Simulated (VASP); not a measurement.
Crystal: Au.

```
CELL_PARAMETERS angstrom
1.41131 -2.55593 0.00000
1.41131 2.55593 0.00000
0.00000 0.00000 4.89317
ATOMIC_POSITIONS crystal
Au 0.33467 0.66533 0.25000
Au 0.66533 0.33467 0.75000
```

Base run:

| Quantity | Value |
| --- | --- |
| Program | VASP 6.6.1 |
| Functional | LDA |
| Potentials or basis | VASP PAW LDA potentials, release 64 (Au) |
| Cutoff | 520 eV |
| k mesh | 11 × 11 × 6 |
| Occupations | fermi-dirac, width 0.05 eV |
| Spin | no spin polarisation |

Its results: band gap on the k mesh zero (band 11 reaches 12.35 eV, above the bottom of band 12 at 6.17 eV); pressure -9.3 GPa; largest force 0.015 eV/Å.

The run is repeated on the same cell with these changes: functional from LDA to r2SCAN; potentials or basis from VASP PAW LDA potentials, release 64 (Au) to VASP PAW PBE potentials, release 64 (Au). What comes out?

Band gap on the k mesh zero (band 11 reaches 12.62 eV, above the bottom of band 12 at 6.00 eV); pressure -0.1 GPa; largest force 0.013 eV/Å.

Caveats: spin-orbit coupling is left out, which moves the levels of the heavy elements; the PAW data sets were made with another functional, which shifts forces and pressure a little (some runs).
